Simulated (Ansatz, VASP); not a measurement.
One calculation of Co2Si, two programs

INCAR

```
  ALGO = Fast
  EDIFF = 1E-7
  EDIFFG = -0.05
  ENCUT = 600
  GGA = PS
  IBRION = 2
  ISIF = 3
  ISMEAR = 0
  ISPIN = 2
  LASPH = True
  LCHARG = False
  LMAXMIX = 4
  LORBIT = 11
  LREAL = False
  LWAVE = False
  MAGMOM = 1.05 0.84 0.85 0.85 0 0
  NELM = 150
  NSW = 80
  PREC = Accurate
  SIGMA = 0.1
```

KPOINTS

```
k-points
0
Gamma
  6 6 4
```

The input POSCAR:

```
Co2Si
1.0
    3.8001565340      0.0000000000      0.0000000000
   -1.9000782670      3.2910320968      0.0000000000
    0.0000000000      0.0000000000      4.6735327132
Co Si
4 2
Direct
    0.0000000000      0.0000000000      0.0000000000
    0.0000000000      0.0000000000      0.5000000000
    0.3333333333      0.6666666667      0.8226993555
    0.6666666667      0.3333333333      0.1773006445
    0.3333333333      0.6666666667      0.3202885719
    0.6666666667      0.3333333333      0.6797114281
```

Input for Ansatz:

```yaml
crystal:
  lattice:
    - [3.800156534, 0.0, 0.0]
    - [-1.900078267, 3.2910320968, 0.0]
    - [0.0, 0.0, 4.6735327132]
  atoms:
    - { symbol: Co, position: [0.0, 0.0, 0.0], spin: 1.05 }
    - { symbol: Co, position: [0.0, 0.0, 0.5], spin: 0.84 }
    - { symbol: Co, position: [0.3333333333, 0.6666666667, 0.8226993555], spin: 0.85 }
    - { symbol: Co, position: [0.6666666667, 0.3333333333, 0.1773006445], spin: 0.85 }
    - { symbol: Si, position: [0.3333333333, 0.6666666667, 0.3202885719] }
    - { symbol: Si, position: [0.6666666667, 0.3333333333, 0.6797114281] }
basis:
  ecutwfc: 420
kpoints:
  mp_grid: { grid: [6, 6, 4] }
hamiltonian:
  xc: pbesol
scf:
  occupations: { method: gaussian, width: 0.1 }
output:
  forces: true
  stress: true
  eigenvalues: true
  populations: true
magnetization:
  spin_polarized: true
relax:
  adjacent_minimum: "off"
  f_tol: 0.05
  max_steps: 60
  cell: { stress_tol: 0.5 }
```

Alike in both runs: task relaxation of cell and atoms; functional PBEsol; k mesh 6 × 6 × 4; occupations gaussian, width 0.1 eV; collinear spin.

|  | VASP | Ansatz |
| --- | --- | --- |
| version | VASP 6.6.1 | Ansatz 0.2.0 |
| potentials or method | VASP PAW PBE potentials, release 64 (Co, Si), cutoff 600 eV | scalar-relativistic, plane waves, PAW |
| valence electrons in the cell | 44 | 76 |

Ansatz gave:

```
gap on the k mesh at the Fermi level, each at its own relaxed structure (eV) : none
net moment per atom (μB)                                                     : 0.00
relaxed volume (Å³/atom)                                                     : 10.30
relaxed length of the cell vector where the two differ most in proportion (Å)              : 4.827
```

Q: Estimate VASP's values.

A: gap on the k mesh at the Fermi level, each at its own relaxed structure (eV): none; net moment per atom (μB): 0.00; relaxed volume (Å³/atom): 10.30; relaxed length of the cell vector where the two differ most in proportion (Å): 4.828.

VASP's potentials were made for PBE, not for PBEsol. A gap of «none» marks a metal or a gap that the smearing closes. VASP's potentials hold 44 valence electrons a cell and Ansatz's 76, so a difference there can come from the potentials and not from the codes. Ansatz's warnings: seeded moment not kept.
